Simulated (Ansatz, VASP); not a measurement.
## Two plane-wave programs on Sc4Au11

File INCAR:

```
  PREC = Accurate
  ENCUT = 400
  EDIFF = 1E-6
  ISMEAR = -1
  SIGMA = 0.05
  LREAL = F
  LASPH = T
  NELM = 120
  ALGO = Normal
  ISIF = 2
  LWAVE = F
  LCHARG = F
  GGA = PS
  NBANDS = 96
  GGA_COMPAT = F
```

KPOINTS

```
regular mesh
0
Gamma
  4 4 4
```

POSCAR

```
Sc4Au11
1.0
    0.0000000000      6.6289800000      6.6289800000
    6.6289800000      0.0000000000      6.6289800000
    3.3144900000      3.3144900000      0.0000000000
Sc Au
4 11
Direct
    0.0000000000      0.0000000000      0.0000000000
    0.0000000000      0.5000000000      0.0000000000
    0.5000000000      0.0000000000      0.0000000000
    0.5000000000      0.5000000000      0.0000000000
    0.1250000000      0.1250000000      0.2500000000
    0.3750000000      0.3750000000      0.7500000000
    0.1250000000      0.6250000000      0.2500000000
    0.3750000000      0.8750000000      0.7500000000
    0.2500000000      0.7500000000      0.5000000000
    0.6250000000      0.1250000000      0.2500000000
    0.8750000000      0.3750000000      0.7500000000
    0.7500000000      0.2500000000      0.5000000000
    0.6250000000      0.6250000000      0.2500000000
    0.8750000000      0.8750000000      0.7500000000
    0.7500000000      0.7500000000      0.5000000000
```

Input for Ansatz:

```yaml
crystal:
  lattice:
    - [0.0, 3.31449, 3.31449]
    - [3.31449, 0.0, 3.31449]
    - [3.31449, 3.31449, 0.0]
  atoms:
    - { symbol: Sc, position: [0.0, 0.0, 0.0] }
    - { symbol: Au, position: [0.25, 0.25, 0.25] }
    - { symbol: Au, position: [0.75, 0.75, 0.75] }
    - { symbol: Au, position: [0.5, 0.5, 0.5] }
  supercell: [2, 2, 1]
  defects:
    - { vacancy: 3 }
basis:
  ecutwfc: 550.0
kpoints:
  mp_grid:
    grid: [4, 4, 4]
hamiltonian:
  xc: pbesol
  pseudopotentials:
    kind: paw
scf:
  occupations:
    method: fermi_dirac
    width: 0.05
output:
  forces: true
  eigenvalues: true
```

Alike in both runs: task single point; functional PBEsol; k mesh 4 × 4 × 4; occupations fermi-dirac, width 0.05 eV; no spin polarisation.

|  | VASP | Ansatz |
| --- | --- | --- |
| version | VASP 6.6.1 | Ansatz 0.2.0 |
| potentials or method | VASP PAW PBE potentials, release 64 (Sc_sv, Au), cutoff 400 eV | plane waves, PAW |
| valence electrons in the cell | 165 | 253 |

|  | VASP | Ansatz | Ansatz less VASP |
| --- | --- | --- | --- |
| gap on the k mesh at the Fermi level (eV) | none | none | - |
| rms of the force components (eV/Å) | 0.147 | 0.148 | +0.0014 |

VASP's potentials were made for PBE, not for PBEsol. A gap of «none» marks a metal or a gap that the smearing closes. The functional is the same, so the differences come from potentials, cutoffs and numerics. VASP's potentials hold 165 valence electrons a cell and Ansatz's 253, so a difference there can come from the potentials and not from the codes.

The k mesh is coarse, so the values compare programs but aren't converged. Spin-orbit coupling is off throughout.
